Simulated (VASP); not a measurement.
Set up this calculation in VASP 6.6.1, as the native input.

```
Task                               : single point
Functional                         : HSE06
Potentials or basis                : VASP PAW PBE potentials, release 64 (Sr_sv, O)
Cutoff                             : 520 eV
k mesh                             : 4 × 4 × 4
Occupations                        : methfessel-paxton, width 0.2 eV
Spin                               : no spin polarisation
Dipole correction                  : no
Grid for exact exchange (PRECFOCK) : Normal
Further INCAR settings             : ALGO = Normal; EDIFF = 1e-06; NBANDS = 15
Screening parameter                : 0.2079 1/Å
```

SrO:

```xyz
2
Lattice="0.0000 2.5799 2.5799 2.5799 0.0000 2.5799 2.5799 2.5799 0.0000" Properties=species:S:1:pos:R:3 pbc="T T T"
Sr    2.5799    2.5799    2.5799
O     0.0000    0.0000    0.0000
```

These files were run (other wordings do the same):

POSCAR

```
SrO
1.0
    0.0000000000      2.5798927166      2.5798927166
    2.5798927166      0.0000000000      2.5798927166
    2.5798927166      2.5798927166      0.0000000000
Sr O
1 1
Direct
    0.5000000000      0.5000000000      0.5000000000
    0.0000000000      0.0000000000      0.0000000000
```

INCAR.step1

```
SYSTEM = SrO
PREC = Accurate
ENCUT = 520
EDIFF = 1E-5
ISMEAR = 1
SIGMA = 0.2
LREAL = .FALSE.
LASPH = .TRUE.
NELM = 100
ALGO = Normal
ISIF = 2
LWAVE = .TRUE.
NBANDS = 15
GGA = PE
```

INCAR.step2

```
SYSTEM = SrO
PREC = Accurate
ENCUT = 520
EDIFF = 1E-6
ISMEAR = 1
SIGMA = 0.2
LREAL = .FALSE.
LASPH = .TRUE.
NELM = 100
ALGO = Normal
ISIF = 2
LWAVE = .FALSE.
LCHARG = .TRUE.
GGA = PE
LHFCALC = .TRUE.
HFSCREEN = 0.2079
PRECFOCK = Normal
LELF = .TRUE.
LVHAR = .TRUE.
NBANDS = 15
ISTART = 1
```

KPOINTS

```
regular mesh
0
G
  4 4 4
  0 0 0
```

Potentials or basis: VASP PAW PBE potentials, release 64 (Sr_sv, O).

Launch:

```console
$ cat potpaw_PBE.64/Sr_sv/POTCAR potpaw_PBE.64/O/POTCAR > POTCAR
$ cp INCAR.step1 INCAR
$ mpirun -np 1 vasp_std > vasp.out
$ cp INCAR.step2 INCAR
$ mpirun -np 1 vasp_std > vasp.out
```

It gave:

The pressure is 0.2 GPa and the band gap on the k mesh is 4.73 eV, indirect (least direct gap 4.86 eV).

Caveat: the k points lie up to 0.53 Å⁻¹ apart; the PAW data sets were made with another functional, which shifts forces and pressure a little.

It took 5.5 min on 1 thread of AMD EPYC 9R45 (Zen 5) (shared host), peak memory 0.23 GiB.
